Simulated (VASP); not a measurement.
A run of VASP 6.6.1 is set up as follows.

The input INCAR:

```
SYSTEM = SrO
  ALGO = Normal
  EDIFF = 1E-6
  ENCUT = 600
  GGA = PE
  GGA_COMPAT = .False.
  ISIF = 2
  ISMEAR = 1
  LASPH = .True.
  LCHARG = .True.
  LELF = .True.
  LREAL = .False.
  LVHAR = .True.
  LWAVE = .False.
  NBANDS = 15
  NELM = 120
  PREC = Accurate
  SIGMA = 0.02
```

The input KPOINTS:

```
k-points
0
Gamma
  8 8 8
  0 0 0
```

POSCAR

```
SrO
1.0
    0.0000000000      2.5974494708      2.5974494708
    2.5974494708      0.0000000000      2.5974494708
    2.5974494708      2.5974494708      0.0000000000
Sr O
1 1
Direct
    0.0000000000      0.0000000000      0.0000000000
    0.5000000000      0.5000000000      0.5000000000
```

Potentials or basis: VASP PAW PBE potentials, release 64 (Sr_sv, O).

Command:

```console
$ cat potpaw_PBE.64/Sr_sv/POTCAR potpaw_PBE.64/O/POTCAR > POTCAR
$ mpirun -np 1 vasp_std > vasp.out
```

(1) Predict the band gap on the k mesh.

(2) Estimate the pressure.

Answers

(1) 3.28 eV (least direct gap 3.39 eV).

(2) 0.4 GPa.
